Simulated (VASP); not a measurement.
Set up this calculation in VASP 6.6.1, as the native input.

```yaml
Task: single point
Functional: PBEsol
Potentials_or_basis: VASP PAW PBE potentials, release 64 (Sr_sv)
Cutoff: 520 eV
k_mesh: 11 × 11 × 11
Occupations: fermi-dirac, width 0.1 eV
Spin: no spin polarisation
Dipole_correction: no
Further_INCAR_settings: ALGO = Normal; EDIFF = 1e-07; NBANDS = 11
```

The structure of Sr lies in POSCAR:

```
Sr
1.0
   -2.4020075142      2.4020075142      2.4020075142
    2.4020075142     -2.4020075142      2.4020075142
    2.4020075142      2.4020075142     -2.4020075142
Sr
1
Direct
    0.0000000000      0.0000000000      0.0000000000
```

This isn't the form of Sr at room conditions, which is fcc.

One way to write it, as run:

INCAR

```
SYSTEM = Sr
PREC     = Accurate       ! precision mode
ENCUT    = 520            ! plane-wave cutoff, eV
EDIFF    = 1E-7           ! SCF threshold, eV
ISMEAR   = -1             ! smearing method
SIGMA    = 0.1            ! smearing width, eV
LREAL    = .FALSE.        ! projectors in reciprocal space
LASPH    = .TRUE.         ! aspherical terms in the spheres
NELM     = 60             ! most SCF steps
ALGO     = Normal         ! electronic algorithm
ISIF     = 2              ! what is computed and relaxed
LWAVE    = .FALSE.        ! write WAVECAR
LCHARG   = .FALSE.        ! write CHGCAR
GGA      = PS             ! functional
NBANDS   = 11             ! bands
```

KPOINTS

```
regular mesh
0
G
  11 11 11
  0 0 0
```

Potentials or basis: VASP PAW PBE potentials, release 64 (Sr_sv).

Command:

```bash
$ cat potpaw_PBE.64/Sr_sv/POTCAR > POTCAR
$ mpirun -np 1 vasp_std > vasp.out
```

Results of the run:

The pressure is -0.8 GPa. The band gap on the k mesh is zero (bands 5 and 6 overlap by 0.37 eV).

Caveat: the PAW data sets were made with another functional, which shifts forces and pressure a little.

Run time: 43 s on 1 thread of AMD EPYC 7R43 64-Core Processor (Zen 3) (shared host), peak memory 0.15 GiB.
